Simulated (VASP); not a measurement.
Wanted: the native input for a VASP 6.6.1 run.

* Task: dielectric tensor
* Functional: PBEsol
* Potentials or basis: VASP PAW PBE potentials, release 64 (Mg, O)
* Cutoff: 520 eV
* k mesh: 10 × 10 × 10
* Occupations: gaussian, width 0.01 eV
* Spin: no spin polarisation
* Dipole correction: no
* Further INCAR settings: ALGO = Normal; EDIFF = 1e-08

The structure of MgO lies in POSCAR:

```
MgO
1.0
    0.0000000000      2.3061600000      2.3061600000
    2.3061600000      0.0000000000      2.3061600000
    2.3061600000      2.3061600000      0.0000000000
Mg O
1 1
Direct
    0.5000000000      0.5000000000      0.5000000000
    0.7500000000      0.7500000000      0.7500000000
```

These files were run (other wordings do the same):

INCAR

```
ALGO = Normal
EDIFF = 1E-8
ENCUT = 520
GGA = PS
ISIF = 2
ISMEAR = 0
LASPH = True
LCHARG = False
LEPSILON = True
LREAL = False
LWAVE = False
NELM = 100
PREC = Accurate
SIGMA = 0.01
```

KPOINTS

```
k-points
0
Gamma
  10 10 10
```

Potentials or basis: VASP PAW PBE potentials, release 64 (Mg, O).

Command:

```console
$ cat potpaw_PBE.64/Mg/POTCAR potpaw_PBE.64/O/POTCAR > POTCAR
$ mpirun -np 1 vasp_std > vasp.out
```

Results of the run:

| Property | Result |
| --- | --- |
| Band gap on the k mesh | 3.35 eV, direct |
| Electronic dielectric tensor (diagonal) | 3.08 |
| Born charges (mean of the diagonal) | Mg +1.83; O -1.83 e |

It took 43 s on 1 thread of Intel(R) Xeon(R) 6975P-C (Granite Rapids), with other jobs on the host, peak memory 0.22 GiB.
